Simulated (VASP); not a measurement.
Zr:

```
CELL_PARAMETERS angstrom
-1.81000 1.81000 1.81000
1.81000 -1.81000 1.81000
1.81000 1.81000 -1.81000
ATOMIC_POSITIONS crystal
Zr 0.00000 0.00000 0.00000
```

Base run:

```yaml
Program: VASP 6.6.1
Functional: PBEsol
Potentials_or_basis: VASP PAW PBE potentials, release 64 (Zr_sv)
Cutoff: 500 eV
k_mesh: 10 × 10 × 10
Occupations: fermi-dirac, width 0.05 eV
Spin: no spin polarisation
```

Its results: band gap on the k mesh zero (band 6 reaches 9.49 eV, above the bottom of band 7 at 7.70 eV); pressure -7.0 GPa.

Question: After a change of settings the same cell gave: band gap on the k mesh zero (band 6 reaches 9.62 eV, above the bottom of band 7 at 7.83 eV); pressure -3.3 GPa. Which change was it?
A. functional from PBEsol to RPBE
B. cutoff from 500 eV to 520 eV
C. functional from PBEsol to PBE; cutoff from 500 eV to 520 eV
D. functional from PBEsol to LDA; potentials or basis from VASP PAW PBE potentials, release 64 (Zr_sv) to VASP PAW LDA potentials, release 64 (Zr_sv)

Answer: C.

PBE binds less tightly than PBEsol, so the same cell stands under more pressure.

Caveats: the PAW data sets were made with another functional, which shifts forces and pressure a little (some runs).
